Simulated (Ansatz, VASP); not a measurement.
**CsAg2 in VASP and in Ansatz**

```xyz
6
Lattice="5.7593 0.0000 0.0000 0.0000 5.7593 0.0000 0.0000 0.0000 5.7593" Properties=species:S:1:pos:R:3 pbc="T T T"
Cs    0.0000    0.0000    0.0000
Cs    2.8796    2.8796    2.8796
Ag    1.4398    1.4398    1.4398
Ag    1.4398    4.3195    4.3195
Ag    4.3195    4.3195    1.4398
Ag    4.3195    1.4398    4.3195
```

Alike in both runs: task relaxation of cell and atoms; functional PBE; k mesh 4 × 4 × 4; occupations gaussian, width 0.1 eV; no spin polarisation.

|  | VASP | Ansatz |
| --- | --- | --- |
| version | VASP 6.6.1 | Ansatz 0.2.0 |
| potentials or method | VASP PAW PBE potentials, release 64 (Cs_sv, Ag), cutoff 600 eV | scalar-relativistic, plane waves, PAW |
| valence electrons in the cell | 62 | 94 |

```csv
,VASP,Ansatz,Ansatz less VASP
"gap on the k mesh at the Fermi level, each at its own relaxed structure (eV)",none,none,-
relaxed volume (Å³/atom),86.84,79.32,-7.520
relaxed cell length with the largest relative difference (Å),8.047,7.807,-0.2393
```

A gap of «none» marks a metal or a gap that the smearing closes. One of these differences is far larger than is usual between the two programs; its cause wasn't traced. VASP's potentials hold 62 valence electrons a cell and Ansatz's 94, so a difference there can come from the potentials and not from the codes.

Neither program's run includes spin-orbit coupling. Noted on VASP's run: the volume moved by over 15 % at a fixed basis, so the end points are rough.
